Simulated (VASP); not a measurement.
# TiO2 (P3_121) in VASP: further runs

The runs below take TiO2 through single point, with r2SCAN+D3(BJ).

The COD entry that gives the cell may itself be a prediction, so a difference from it is no test against experiment.

Program: VASP 6.6.1. These are calculated values, not measurements. Logs are shortened: lines on timing, memory, paths and dates and some standing lists are left out, and cuts for length are marked.

### 1 The cell of the first run

The structure is trigonal, space group P3_121 (No. 152). Conventional cell: a = 5.291 Å, b = 5.291 Å, c = 6.133 Å, α = 90.00°, β = 90.00°, γ = 120.00°. Ti (site symmetry 2) has 4 O at 1.73 to 1.88 Å within 2.3 Å. O (site symmetry 1) has 2 Ti at 1.73 to 1.88 Å within 2.3 Å.

### 2 Single point, r2SCAN+D3(BJ)

Input file POSCAR:

```
TiO2
1.0
    5.2910000000      0.0000000000      0.0000000000
   -2.6455000000      4.5821400000      0.0000000000
    0.0000000000      0.0000000000      6.1330000000
Ti O
3 6
Direct
    0.4530000000      0.0000000000      0.3333333333
    0.0000000000      0.4530000000      0.6666666667
    0.5470000000      0.5470000000      0.0000000000
    0.4080000000      0.3030000000      0.2150000000
    0.6970000000      0.1050000000      0.5483330000
    0.8950000000      0.5920000000      0.8816670000
    0.3030000000      0.4080000000      0.7850000000
    0.1050000000      0.6970000000      0.4516670000
    0.5920000000      0.8950000000      0.1183330000
```

Input file INCAR.step1:

```
SYSTEM = TiO2
ALGO = Normal
EDIFF = 1E-4
ENCUT = 520
GGA = PE
ISMEAR = 0
LASPH = .True.
LCHARG = .False.
LREAL = .False.
LWAVE = .True.
NBANDS = 46
NELM = 60
PREC = Accurate
SIGMA = 0.01
```

Input file INCAR.step2:

```
SYSTEM = TiO2
ALGO = Normal
EDIFF = 1E-6
ENCUT = 520
ISIF = 2
ISMEAR = 0
ISTART = 1
IVDW = 12
LASPH = .True.
LCHARG = .False.
LMIXTAU = .True.
LREAL = .False.
LWAVE = .False.
METAGGA = R2SCAN
NBANDS = 46
NELM = 60
PREC = Accurate
SIGMA = 0.01
VDW_A1 = 0.49484001
VDW_A2 = 5.73083694
VDW_S6 = 1.0
VDW_S8 = 0.78981345
```

Input file KPOINTS:

```
k-points
0
Gamma
  4 4 3
  0 0 0
```

Potentials or basis: VASP PAW PBE potentials, release 64 (Ti_sv, O).

Started as:

```sh
> cat potpaw_PBE.64/Ti_sv/POTCAR potpaw_PBE.64/O/POTCAR > POTCAR
> cp INCAR.step1 INCAR
> mpirun -np 1 vasp_std > vasp.out
> cp INCAR.step2 INCAR
> mpirun -np 1 vasp_std > vasp.out
```

OUTCAR:

```text
SYSTEM = TiO2
   EDIFF = 1E-6
   ENCUT = 520
   ISIF = 2
   ISMEAR = 0
   ISTART = 1
   IVDW = 12
   LASPH = .True.
   LREAL = .False.
   METAGGA = R2SCAN
   NELM = 60
   PREC = Accurate
 IVDW          = 12

 ion  position               nearest neighbor table
   1  0.453  0.000  0.333-   5 1.73   9 1.73   4 1.88   8 1.88
   2  0.000  0.453  0.667-   8 1.73   6 1.73   7 1.88   5 1.88
   3  0.547  0.547  0.000-   4 1.73   7 1.73   9 1.88   6 1.88
   4  0.408  0.303  0.215-   3 1.73   1 1.88
   5  0.697  0.105  0.548-   1 1.73   2 1.88
   6  0.895  0.592  0.882-   2 1.73   3 1.88
   7  0.303  0.408  0.785-   3 1.73   2 1.88
   8  0.105  0.697  0.452-   2 1.73   1 1.88
   9  0.592  0.895  0.118-   1 1.73   3 1.88

  LATTYP: Found a hexagonal cell.
 ALAT       =     5.2910000000
 C/A-ratio  =     1.1591381591

  Lattice vectors:

 A1 = (   5.2910000000,   0.0000000000,   0.0000000000)
 A2 = (  -2.6455000000,   4.5821400000,   0.0000000000)
 A3 = (   0.0000000000,   0.0000000000,   6.1330000000)

Analysis of symmetry for initial positions (statically):
=====================================================================
 Subroutine PRICEL returns:
 Original cell was already a primitive cell.

 Routine SETGRP: Setting up the symmetry group for a
 hexagonal supercell.

 Subroutine GETGRP returns: Found  6 space group operations
 (whereof  2 operations were pure point group operations)
 out of a pool of 24 trial point group operations.

The static configuration has the point symmetry C_2 .
 The point group associated with its full space group is D_3 .

Analysis of symmetry for dynamics (positions and initial velocities):
=====================================================================
 Subroutine PRICEL returns:
 Original cell was already a primitive cell.

 Routine SETGRP: Setting up the symmetry group for a
 hexagonal supercell.

 Subroutine GETGRP returns: Found  6 space group operations
 (whereof  2 operations were pure point group operations)
 out of a pool of 24 trial point group operations.

The dynamic configuration has the point symmetry C_2 .
 The point group associated with its full space group is D_3 .

 Subroutine INISYM returns: Found  6 space group operations
 (whereof  2 operations are pure point group operations),
 and found     1 'primitive' translations

----------------------------------------------------------------------------------------

                                     Primitive cell

  volume of cell :     148.6891

  direct lattice vectors                    reciprocal lattice vectors
     5.291000000  0.000000000  0.000000000     0.189000189  0.109119320  0.000000000
    -2.645500000  4.582140000  0.000000000     0.000000000  0.218238640  0.000000000
     0.000000000  0.000000000  6.133000000     0.000000000  0.000000000  0.163052340

  length of vectors
     5.291000000  5.290999644  6.133000000     0.218238625  0.218238640  0.163052340

  position of ions in fractional coordinates (direct lattice)
     0.453000000  0.000000000  0.333333333
     0.000000000  0.453000000  0.666666667
     0.547000000  0.547000000  0.000000000
     0.408000000  0.303000000  0.215000000
     0.697000000  0.105000000  0.548333000
     0.895000000  0.592000000  0.881667000
     0.303000000  0.408000000  0.785000000
     0.105000000  0.697000000  0.451667000
     0.592000000  0.895000000  0.118333000

  ion indices of the primitive-cell ions
   primitive index   ion index
                 1           1
                 2           2
                 3           3
                 4           4
                 5           5
                 6           6
                 7           7
                 8           8
                 9           9

----------------------------------------------------------------------------------------

 KPOINTS: k-points

Automatic generation of k-mesh.
 Grid dimensions read from file:
 generate k-points for:    4    4    3

 Generating k-lattice:

  Cartesian coordinates                     Fractional coordinates (reciprocal lattice)
     0.047250047  0.027279830  0.000000000     0.250000000  0.000000000  0.000000000
     0.000000000  0.054559660  0.000000000     0.000000000  0.250000000  0.000000000
     0.000000000  0.000000000  0.054350780     0.000000000  0.000000000  0.333333333

  Length of vectors
     0.054559656  0.054559660  0.054350780

  Shift w.r.t. Gamma in fractional coordinates (k-lattice)
     0.000000000  0.000000000  0.000000000

 Subroutine IBZKPT returns following result:
 ===========================================

 Found      9 irreducible k-points:

 Following reciprocal coordinates:
            Coordinates               Weight
  0.000000  0.000000  0.000000      1.000000
  0.250000  0.000000  0.000000      6.000000
  0.500000  0.000000  0.000000      3.000000
  0.250000  0.250000  0.000000      6.000000
  0.000000  0.000000  0.333333      2.000000
  0.250000  0.000000  0.333333      6.000000
  0.000000  0.250000  0.333333      6.000000
  0.500000  0.000000  0.333333      6.000000
  0.250000  0.250000  0.333333     12.000000
   k-points           NKPTS =      9   k-points in BZ     NKDIM =      9   number of bands    NBANDS=     46
   number of dos      NEDOS =    301   number of ions     NIONS =      9
   total plane-waves  NPLWV =  76800
   dimension x,y,z NGX =    40 NGY =   40 NGZ =   48
   dimension x,y,z NGXF=    80 NGYF=   80 NGZF=   96
   ions per type =               3   6
   NGX,Y,Z   is equivalent  to a cutoff of  12.57, 12.57, 13.01 a.u.
   NGXF,Y,Z  is equivalent  to a cutoff of  25.14, 25.14, 26.02 a.u.
 SYSTEM =  TiO2
   PREC   = accura    normal or accurate (medium, high low for compatibility)
   ISTART =      1    job   : 0-new  1-cont  2-samecut
   ICHARG =      0    charge: 1-file 2-atom 10-const
   ISPIN  =      1    spin polarized calculation?
   LNONCOLLINEAR =      F non collinear calculations
   LSORBIT =      F    spin-orbit coupling
   LASPH  =      T    aspherical Exc in radial PAW
   ENCUT  =  520.0 eV  38.22 Ry    6.18 a.u.   9.84  9.84 11.40*2*pi/ulx,y,z
   NELM   =     60;   NELMIN=  2; NELMDL=  0     # of ELM steps
   EDIFF  = 0.1E-05   stopping-criterion for ELM
   LREAL  =      F    real-space projection
[... 7 lines left out ...]
   TEBEG  =    0.0;   TEEND  =   0.0 temperature during run
   PSTRESS=    0.0 pullay stress
   NELECT =      72.0000    total number of electrons
   NUPDOWN=      -1.0000    fix difference up-down
   EMIN   =  10.00;   EMAX   =-10.00  energy-range for DOS
   EFERMI =   0.00;   METHOD = LEGACY
   ISMEAR =     0;   SIGMA  =   0.01  broadening in eV -4-tet -1-fermi 0-gaus
   EFERMI_NEDOS =   21; number of points for ismear=-14 and -15
   IALGO  =     38    algorithm
   IMIX   =      4    mixing-type and parameters
     AMIX     =   0.40;   BMIX     =  1.00
     AMIX_MAG =   1.60;   BMIX_MAG =  1.00
  volume/ion in A,a.u.               =      16.52       111.49
  Fermi-wavevector in a.u.,A,eV,Ry     =   1.285561  2.429358 22.485895  1.652667
  Thomas-Fermi vector in A             =   2.417688
   LORBIT       =      0    0 simple, 1 ext, 2 COOP (PROOUT), +10 PAW based schemes
   METAGGA = R2SCAN    functional components
   LHFCALC =     F    Hartree Fock is set to
   AEXX    =    0.0000 exact exchange contribution
   IVDW    =    12    specifies the selected vdW correction
   LEPSILON=     F    determine dielectric tensor
   LRPA    =     F    only Hartree local field effects (RPA)
 non-spin polarized calculation
 Gauss-broadening in eV      SIGMA  =   0.01
  energy-cutoff  :      520.00
  volume of cell :      148.69
 maximum number of plane-waves:      4024
 NGX is ok and might be reduce to    40
   NGX = 19   NGY = 19   NGZ = 23

 number of electron      72.0000007 magnetization

 Free energy of the ion-electron system (eV)
  ---------------------------------------------------
  ext. energy  EPLUGINS =         0.00000000
  ---------------------------------------------------
  free energy    TOTEN  =      -102.82168413 eV

  energy without entropy =     -102.82168413  energy(sigma->0) =     -102.82168413

 E-fermi :  -0.6948     XC(G=0):  -9.0963

 val. band max:       -0.7658324489   @ k =   0.5000   0.0000   0.0000
 cond. band min:       3.4973143375   @ k =   0.0000   0.0000   0.0000
 fundamental gap:      4.2631467865
 Fermi energy:        -0.6947963766

 k-point     1 :       0.0000    0.0000    0.0000
  band No.  band energies     occupation
      1     -58.0376      2.00000
      2     -58.0190      2.00000
      3     -58.0189      2.00000
      4     -33.5150      2.00000
      5     -33.5149      2.00000
      6     -33.4900      2.00000
[... 38 lines left out ...]
     45       5.2800      0.00000
     46       5.9756      0.00000

 k-point     2 :       0.2500    0.0000    0.0000
  band No.  band energies     occupation
      1     -58.0352      2.00000
      2     -58.0213      2.00000
      3     -58.0190      2.00000
      4     -33.5321      2.00000
      5     -33.5196      2.00000
      6     -33.4882      2.00000
[... 38 lines left out ...]
     45       5.5777      0.00000
     46       6.1003      0.00000

 k-point     3 :       0.5000    0.0000    0.0000
  band No.  band energies     occupation
      1     -58.0314      2.00000
      2     -58.0251      2.00000
      3     -58.0190      2.00000
      4     -33.5424      2.00000
      5     -33.5247      2.00000
      6     -33.4900      2.00000
[... 283 lines left out ...]
     45       5.9119      0.00000
     46       6.0096      0.00000

 k-point     9 :       0.2500    0.2500    0.3333
  band No.  band energies     occupation
      1     -58.0314      2.00000
      2     -58.0252      2.00000
      3     -58.0190      2.00000
      4     -33.5392      2.00000
      5     -33.5182      2.00000
      6     -33.5052      2.00000
[... 38 lines left out ...]
     45       5.7447      0.00000
     46       6.0715      0.00000

------------------------ aborting loop because EDIFF is reached ----------------------------------------

 Edisp (eV)   -0.66261

 E8    (eV) :    -0.2052

  FORCE on cell =-STRESS in cart. coord.  units (eV):
  Direction    XX          YY          ZZ          XY          YZ          ZX
  --------------------------------------------------------------------------------------
  -------------------------------------------------------------------------------------
  Total       2.06165     2.06165     7.29916    -0.00000     0.00000     0.00000
  in kB      22.21501    22.21500    78.65099    -0.00000     0.00000     0.00000
  external pressure =       41.03 kB  Pullay stress =        0.00 kB

 VOLUME and BASIS-vectors are now :
 -----------------------------------------------------------------------------
  energy-cutoff  :      520.00
  volume of cell :      148.69
      direct lattice vectors                 reciprocal lattice vectors
     5.291000000  0.000000000  0.000000000     0.189000189  0.109119320  0.000000000
    -2.645500000  4.582140000  0.000000000     0.000000000  0.218238640  0.000000000
     0.000000000  0.000000000  6.133000000     0.000000000  0.000000000  0.163052340

 POSITION                                       TOTAL-FORCE (eV/Angst)
 -----------------------------------------------------------------------------------
      2.39682      0.00000      2.04433        -2.333340      0.000000      0.000000
     -1.19841      2.07571      4.08867         1.166670     -2.020731      0.000000
      1.44709      2.50643      0.00000         1.166670      2.020731      0.000000
      1.35714      1.38839      1.31860         0.316405     -1.388274      1.538467
      3.41005      0.48112      3.36293         1.044078      0.968152      1.538467
      3.16931      2.71263      5.40726        -1.360483      0.420122      1.538467
      0.52381      1.86951      4.81440        -1.360483     -0.420122     -1.538467
     -1.28836      3.19375      2.77007         0.316405      1.388274     -1.538467
      0.76455      4.10102      0.72574         1.044078     -0.968152     -1.538467
 -----------------------------------------------------------------------------------
    total drift:                               -0.000782     -0.001327      0.000000

  FREE ENERGIE OF THE ION-ELECTRON SYSTEM (eV)
  ---------------------------------------------------
  free  energy   TOTEN  =      -103.4842965013 eV

  energy  without entropy=     -103.4842965013  energy(sigma->0) =     -103.48429650
```

It took 2.9 min on 1 thread of AMD EPYC 9R45 (Zen 5), shared host; peak memory 0.27 GiB.

What came out:

```yaml
Free_energy: -103.4843 eV
Pressure: 4.1 GPa
Largest_force: 2.333 eV/Å
Band_gap_on_the_k_mesh: 4.26 eV, indirect (least direct gap 4.42 eV)
Dispersion_energy_per_atom: -0.074 eV
```

Forces on the atoms (eV/Å):
```
Ti  -2.333  0.000  0.000
Ti   1.167 -2.021  0.000
Ti   1.167  2.021  0.000
O    0.316 -1.388  1.538
O    1.044  0.968  1.538
O   -1.360  0.420  1.538
O   -1.360 -0.420 -1.538
O    0.316  1.388 -1.538
O    1.044 -0.968 -1.538
```

Caveat: three body term missing; the PAW data sets were made with another functional, which shifts forces and pressure a little. r2SCAN opens gaps a little over a GGA but as a rule still falls short of measured ones.

(Continued in part 2 of 2.)
